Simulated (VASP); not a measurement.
Here is a VASP 6.6.1 calculation.

The input INCAR:

```
  PREC = Accurate
  ENCUT = 520
  EDIFF = 1E-6
  ISMEAR = 0
  SIGMA = 0.1
  LREAL = False
  LASPH = True
  NELM = 80
  ALGO = Normal
  ISIF = 2
  LWAVE = False
  LCHARG = False
  GGA = PE
  NBANDS = 16
```

File KPOINTS:

```
Automatic mesh
0
Gamma
  14 14 14
```

Contents of POSCAR:

```
SiC3
1.0
    3.2021239943      0.0000000000      0.0000000000
    0.0000000000      3.2021239943      0.0000000000
    0.0000000000      0.0000000000      3.2021239943
Si C
1 3
Direct
    0.0000000000      0.0000000000      0.0000000000
    0.0000000000      0.5000000000      0.5000000000
    0.5000000000      0.0000000000      0.5000000000
    0.5000000000      0.5000000000      0.0000000000
```

Potentials or basis: VASP PAW PBE potentials, release 64 (Si, C).

Run with:

```bash
$ cat potpaw_PBE.64/Si/POTCAR potpaw_PBE.64/C/POTCAR > POTCAR
$ mpirun -np 1 vasp_std > vasp.out
```

Task: Estimate the band gap on the k mesh.

Result: Zero (band 8 reaches 11.01 eV, above the bottom of band 9 at 7.60 eV).

Task: Predict the pressure.

Result: 0.1 GPa.
